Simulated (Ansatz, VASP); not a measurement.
## Zn in VASP and in Ansatz

The input INCAR:

```
SYSTEM = Zn
  PREC = Accurate
  ENCUT = 520
  EDIFF = 1E-8
  ISMEAR = -5
  SIGMA = 0.1
  LREAL = .FALSE.
  LASPH = .TRUE.
  NELM = 80
  ALGO = Fast
  ISIF = 2
  LWAVE = .FALSE.
  LCHARG = .FALSE.
  GGA = CA
  LEFG = .TRUE.
  NBANDS = 12
```

File KPOINTS:

```
Automatic mesh
0
G
  12 12 12
  0 0 0
```

Contents of POSCAR:

```
Zn
1.0
    0.0000000000      1.9647760000      1.9647760000
    1.9647760000      0.0000000000      1.9647760000
    1.9647760000      1.9647760000      0.0000000000
Zn
1
Direct
    0.0000000000      0.0000000000      0.0000000000
```

File input.yaml:

```yaml
crystal:
  lattice:
    - [0.0, 1.964776, 1.964776]
    - [1.964776, 0.0, 1.964776]
    - [1.964776, 1.964776, 0.0]
  atoms:
    - { symbol: Zn, position: [0.0, 0.0, 0.0] }
hamiltonian:
  xc: lda
  pseudopotentials: { kind: paw, source: ansatz }
kpoints:
  mp_grid: { grid: [12, 12, 12] }
scf:
  occupations: { method: tetrahedron }
output:
  forces: true
  stress: true
  efg: {}
  write_density: true
  write_potential: true
  elf: true
  volumetric_format: npy
```

Alike in both runs: task electric field gradients; functional LDA; k mesh 12 × 12 × 12; occupations tetrahedron; no spin polarisation.

|  | VASP | Ansatz |
| --- | --- | --- |
| version | VASP 6.6.1 | Ansatz 0.2.0 |
| potentials or method | VASP PAW LDA potentials, release 64 (Zn) | Ansatz PAW earlier set |
| plane-wave cutoff (eV) | 520 | 660 |
| valence electrons in the cell | 12 | 20 |

VASP gave:

| Quantity | Value |
| --- | --- |
| gap on the k mesh at the Fermi level (eV) | none |
| pressure (GPa) | -8.9 |

Which values does Ansatz return?

gap on the k mesh at the Fermi level (eV): none; pressure (GPa): -9.3.

LDA's correlation is that of Perdew and Zunger in VASP and of Perdew and Wang (1992) in Ansatz. A gap of «none» marks a metal or a gap that the smearing closes. VASP's potentials hold 12 valence electrons a cell and Ansatz's 20, so a difference there can come from the potentials and not from the codes.
